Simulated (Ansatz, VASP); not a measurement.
# Two plane-wave programs on Sb

```
CELL_PARAMETERS angstrom
2.15837 1.24614 3.67275
-2.15837 1.24614 3.67275
0.00000 -2.49228 3.67275
ATOMIC_POSITIONS crystal
Sb 0.23717 0.23717 0.23717
Sb 0.76283 0.76283 0.76283
```

Alike in both runs: functional PBE; dispersion D3(BJ); k mesh 12 × 12 × 12; occupations fermi-dirac, width 0.15 eV; no spin polarisation.

Ansatz relaxed the structure, and its values are those at the end. VASP's run is a single point on that final structure, the one shown.

|  | VASP | Ansatz |
| --- | --- | --- |
| version | VASP 6.6.1 | Ansatz 0.2.0 |
| potentials or method | VASP PAW PBE potentials, release 64 (Sb), cutoff 520 eV | scalar-relativistic, plane waves, PAW |
| valence electrons in the cell | 10 | 30 |

|  | VASP | Ansatz | Ansatz less VASP |
| --- | --- | --- | --- |
| gap on the k mesh at the Fermi level (eV) | none | none | - |
| pressure (GPa) | 0.1 | 0.0 | -0.05 |
| rms of the force components (eV/Å) | 0.020 | 0.000 | -0.0204 |

A gap of «none» marks a metal or a gap that the smearing closes. VASP's potentials hold 10 valence electrons a cell and Ansatz's 30, so a difference there can come from the potentials and not from the codes.

Spin-orbit coupling is off throughout.
